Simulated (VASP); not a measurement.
# Pt in VASP: a series of runs, part 2 of 2

VASP 6.6.1.

## Step 3: Single point, PBE, non-collinear spin, zero start, spin-orbit coupling

The input, INCAR:

```
SYSTEM = Pt
  ALGO = Normal
  DIPOL = 0.5 0.5 0.500
  EDIFF = 1E-7
  ENCUT = 520
  GGA = PE
  GGA_COMPAT = .FALSE.
  IDIPOL = 3
  ISIF = 2
  ISMEAR = -1
  LASPH = .TRUE.
  LCHARG = .TRUE.
  LDIPOL = .TRUE.
  LMAXMIX = 4
  LORBIT = 11
  LORBMOM = .TRUE.
  LREAL = .FALSE.
  LSORBIT = .TRUE.
  LVACPOTAV = .TRUE.
  LVHAR = .TRUE.
  LWAVE = .FALSE.
  MAGMOM = 0 0 0
  NBANDS = 21
  NELM = 150
  PREC = Accurate
  SIGMA = 0.08
```

The input, KPOINTS:

```
k-points
0
G
  12 12 1
  0 0 0
```

The input, POSCAR:

```
Pt
1.0
    2.8080030019      0.0000000000      0.0000000000
    0.0000000000      2.8080030019      0.0000000000
    0.0000000000      0.0000000000     16.0000000000
Pt
1
Direct
    0.0000000000      0.0000000000      0.5000000000
```

Potentials or basis: VASP PAW PBE potentials, release 64 (Pt).

The run is started by

```bash
$ cat potpaw_PBE.64/Pt/POTCAR > POTCAR
$ mpirun -np 1 vasp_ncl > vasp.out
```

OUTCAR:

```text
SYSTEM = Pt
   EDIFF = 1E-7
   ENCUT = 520
   GGA = PE
   ISIF = 2
   ISMEAR = -1
   LASPH = .TRUE.
   LORBIT = 11
   LREAL = .FALSE.
   LSORBIT = .TRUE.
   NELM = 150
   PREC = Accurate

 ion  position               nearest neighbor table
   1  0.000  0.000  0.500-

  LATTYP: Found a simple tetragonal cell.
 ALAT       =     2.8080030019
 C/A-ratio  =     5.6979996065

  Lattice vectors:

 A1 = (   2.8080030019,   0.0000000000,   0.0000000000)
 A2 = (   0.0000000000,   2.8080030019,   0.0000000000)
 A3 = (   0.0000000000,   0.0000000000,  16.0000000000)

Analysis of symmetry for initial positions (statically):
=====================================================================
 Subroutine PRICEL returns:
 Original cell was already a primitive cell.

 Routine SETGRP: Setting up the symmetry group for a
 simple tetragonal supercell.

 Subroutine GETGRP returns: Found 16 space group operations
 (whereof 16 operations were pure point group operations)
 out of a pool of 16 trial point group operations.

The static configuration has the point symmetry D_4h.

Analysis of symmetry for dynamics (positions and initial velocities):
=====================================================================
 Subroutine PRICEL returns:
 Original cell was already a primitive cell.

 Routine SETGRP: Setting up the symmetry group for a
 simple tetragonal supercell.

 Subroutine GETGRP returns: Found 16 space group operations
 (whereof 16 operations were pure point group operations)
 out of a pool of 16 trial point group operations.

The dynamic configuration has the point symmetry D_4h.

Analysis of structural, dynamic, and magnetic symmetry:
=====================================================================
 Subroutine PRICEL returns:
 Original cell was already a primitive cell.

 Routine SETGRP: Setting up the symmetry group for a
 simple tetragonal supercell.

 Subroutine GETGRP returns: Found 16 space group operations
 (whereof 16 operations were pure point group operations)
 out of a pool of 16 trial point group operations.

The overall configuration has the point symmetry D_4h.

 Subroutine INISYM returns: Found 16 space group operations
 (whereof 16 operations are pure point group operations),
 and found     1 'primitive' translations

----------------------------------------------------------------------------------------

                                     Primitive cell

  volume of cell :     126.1581

  direct lattice vectors                    reciprocal lattice vectors
     2.808003002  0.000000000  0.000000000     0.356124975  0.000000000  0.000000000
     0.000000000  2.808003002  0.000000000     0.000000000  0.356124975  0.000000000
     0.000000000  0.000000000 16.000000000     0.000000000  0.000000000  0.062500000

  length of vectors
     2.808003002  2.808003002 16.000000000     0.356124975  0.356124975  0.062500000

  position of ions in fractional coordinates (direct lattice)
     0.000000000  0.000000000  0.500000000

[... 102 lines left out ...]
   AEXX    =    0.0000 exact exchange contribution
   IVDW    =     0    specifies the selected vdW correction
   LEPSILON=     F    determine dielectric tensor
   LRPA    =     F    only Hartree local field effects (RPA)
  energy-cutoff  :      520.00
  volume of cell :      126.16
 maximum number of plane-waves:      6870
 NGX is ok and might be reduce to    24
   NGX = 11   NGY = 11   NGZ = 59

 number of electron      10.0000000 magnetization       0.0000000      0.0000000      0.0000000

 number of electron      10.0000001 magnetization      -0.0000000      0.0000000      0.0000000

 number of electron      10.0000001 magnetization      -0.0000000     -0.0000000     -0.0000000

 number of electron      10.0000001 magnetization       0.0000000     -0.0000000     -0.0000000

 dipolmoment           0.000000      0.000000     -0.000000 electrons x Angstroem

 Free energy of the ion-electron system (eV)
  ---------------------------------------------------
  ext. energy  EPLUGINS =         0.00000000
  ---------------------------------------------------
  free energy    TOTEN  =        -4.65476216 eV

  energy without entropy =       -4.59687169  energy(sigma->0) =       -4.62581693

 E-fermi :  -4.1444     XC(G=0):  -2.7899

 val. band max:       -4.2618842871   @ k =   0.4167   0.3333   0.0000
 cond. band min:      -4.1393799307   @ k =   0.2500   0.0833   0.0000
 fundamental gap:      0.1225043564
 Fermi energy:        -4.1444422883

 k-point     1 :       0.0000    0.0000    0.0000
  band No.  band energies     occupation
      1      -9.3242      1.00000
      2      -9.3242      1.00000
      3      -8.1603      1.00000
      4      -8.1603      1.00000
      5      -5.9182      1.00000
      6      -5.9182      1.00000
[... 565 lines left out ...]
     20       7.6344      0.00000
     21       7.9174      0.00000

 [... further k-points ...]

------------------------ aborting loop because EDIFF is reached ----------------------------------------

  FORCE on cell =-STRESS in cart. coord.  units (eV):
  Direction    XX          YY          ZZ          XY          YZ          ZX
  --------------------------------------------------------------------------------------
  -------------------------------------------------------------------------------------
  Total       -4.2538787     -4.2538787     -0.0125306      0.0000000      0.0000000      0.0000000
  in kB      -54.0232330    -54.0232330     -0.1591362      0.0000000      0.0000000      0.0000000
  external PRESSURE =     -36.0685341 kB  Pullay stress =       0.0000000 kB

 VOLUME and BASIS-vectors are now :
 -----------------------------------------------------------------------------
  energy-cutoff  :      520.00
  volume of cell :      126.16
      direct lattice vectors                 reciprocal lattice vectors
     2.808003002  0.000000000  0.000000000     0.356124975  0.000000000  0.000000000
     0.000000000  2.808003002  0.000000000     0.000000000  0.356124975  0.000000000
     0.000000000  0.000000000 16.000000000     0.000000000  0.000000000  0.062500000

 POSITION                                       TOTAL-FORCE (eV/Angst)
 -----------------------------------------------------------------------------------
      0.00000      0.00000      8.00000         0.000000      0.000000      0.000000
 -----------------------------------------------------------------------------------
    total drift:                                0.000000      0.000000      0.000000

  FREE ENERGIE OF THE ION-ELECTRON SYSTEM (eV)
  ---------------------------------------------------
  free  energy   TOTEN  =        -4.6547621630 eV

  energy  without entropy=       -4.5968716940  energy(sigma->0) =       -4.62581693

 vacuum level on the upper side and lower side of the slab         2.032         2.032

 orbital moment (x)

 # of ion     p       d       tot
 ----------------------------------------
  1         0.000   0.000   0.000
 ----------------------------------------
            0.000   0.000   0.000

 orbital moment (y)

 # of ion     p       d       tot
 ----------------------------------------
  1         0.000  -0.000  -0.000
 ----------------------------------------
            0.000  -0.000  -0.000

 orbital moment (z)

 # of ion     p       d       tot
 ----------------------------------------
  1         0.000   0.000   0.000
 ----------------------------------------
            0.000   0.000   0.000

 Spin-Orbit-Coupling matrix elements

 Ion:    1  E_soc:     -0.8403014
 l=   1
     0.0000000    -0.0115576    -0.0211057
    -0.0115576     0.0000000    -0.0115576
    -0.0211057    -0.0115576     0.0000000
 l=   2
     0.0000000    -0.0530981     0.0000000    -0.0530981    -0.0788368
    -0.0530981     0.0000000    -0.0635610    -0.0302217    -0.0167766
     0.0000000    -0.0635610     0.0000000    -0.0635610     0.0000000
    -0.0530981    -0.0302217    -0.0635610     0.0000000    -0.0167766
    -0.0788368    -0.0167766     0.0000000    -0.0167766     0.0000000
 l=   3
     0.0000000     0.0000000     0.0000000     0.0000000     0.0000000     0.0000000     0.0000000
     0.0000000     0.0000000     0.0000000     0.0000000     0.0000000     0.0000000     0.0000000
     0.0000000     0.0000000     0.0000000     0.0000000     0.0000000     0.0000000     0.0000000
     0.0000000     0.0000000     0.0000000     0.0000000     0.0000000     0.0000000     0.0000000
     0.0000000     0.0000000     0.0000000     0.0000000     0.0000000     0.0000000     0.0000000
     0.0000000     0.0000000     0.0000000     0.0000000     0.0000000     0.0000000     0.0000000
     0.0000000     0.0000000     0.0000000     0.0000000     0.0000000     0.0000000     0.0000000

 total charge

# of ion       s       p       d       tot
------------------------------------------
    1        0.639   0.203   7.910   8.753

 magnetization (x)

# of ion       s       p       d       tot
------------------------------------------
    1        0.000   0.000   0.000   0.000

 magnetization (y)

# of ion       s       p       d       tot
------------------------------------------
    1        0.000   0.000   0.000   0.000

 magnetization (z)

# of ion       s       p       d       tot
------------------------------------------
    1        0.000   0.000  -0.000  -0.000
```

OSZICAR:

```text
N       E                     dE             d eps       ncg     rms          rms(c)
DAV:   1     0.582777876147E+02    0.58278E+02   -0.31462E+03  1176   0.685E+02
DAV:   2    -0.789393867193E+00   -0.59067E+02   -0.51202E+02  1652   0.126E+02
DAV:   3    -0.488673699145E+01   -0.40973E+01   -0.38961E+01  1380   0.371E+01
DAV:   4    -0.492672947881E+01   -0.39992E-01   -0.39877E-01  1377   0.396E+00
DAV:   5    -0.492758810704E+01   -0.85863E-03   -0.85861E-03  1446   0.596E-01    0.514E+00
DAV:   6    -0.465940317233E+01    0.26818E+00   -0.86338E-01  1360   0.742E+00    0.351E+00
DAV:   7    -0.465579989557E+01    0.36033E-02   -0.13830E-02  1313   0.772E-01    0.215E+00
DAV:   8    -0.465464061693E+01    0.11593E-02   -0.82221E-04  1261   0.270E-01    0.881E-01
DAV:   9    -0.465468471976E+01   -0.44103E-04   -0.13114E-04  1319   0.851E-02    0.328E-02
DAV:  10    -0.465471303705E+01   -0.28317E-04   -0.22472E-05  1374   0.280E-02    0.163E-02
DAV:  11    -0.465474277157E+01   -0.29735E-04   -0.48854E-06  1346   0.153E-02    0.711E-03
DAV:  12    -0.465475493442E+01   -0.12163E-04   -0.15013E-06  1352   0.816E-03    0.223E-03
DAV:  13    -0.465475726775E+01   -0.23333E-05   -0.10687E-07  1220   0.176E-03    0.757E-04
DAV:  14    -0.465476106325E+01   -0.37955E-05   -0.44285E-07  1223   0.295E-03    0.266E-04
DAV:  15    -0.465476165151E+01   -0.58825E-06   -0.30930E-08  1168   0.795E-04    0.194E-04
DAV:  16    -0.465476214763E+01   -0.49612E-06   -0.50273E-08  1125   0.834E-04    0.175E-04
DAV:  17    -0.465476216305E+01   -0.15417E-07   -0.29595E-08  1166   0.660E-04
   1 F= -.46547622E+01 E0= -.46258169E+01  d E =-.578905E-01  mag=     0.0000    -0.0000    -0.0000
```

Wall time 4.4 min (1 thread of Intel Xeon 8259CL, shared host); peak memory 0.56 GiB.

Results:

```yaml
Free_energy: -4.6548 eV
Net_moment: 0.00 μB per cell
Valence_electrons_inside_the_program's_atomic_spheres: Pt 8.75
```

Moments on the atoms (μB; x, y, z):
```
Pt  0.00 0.00 0.00
```
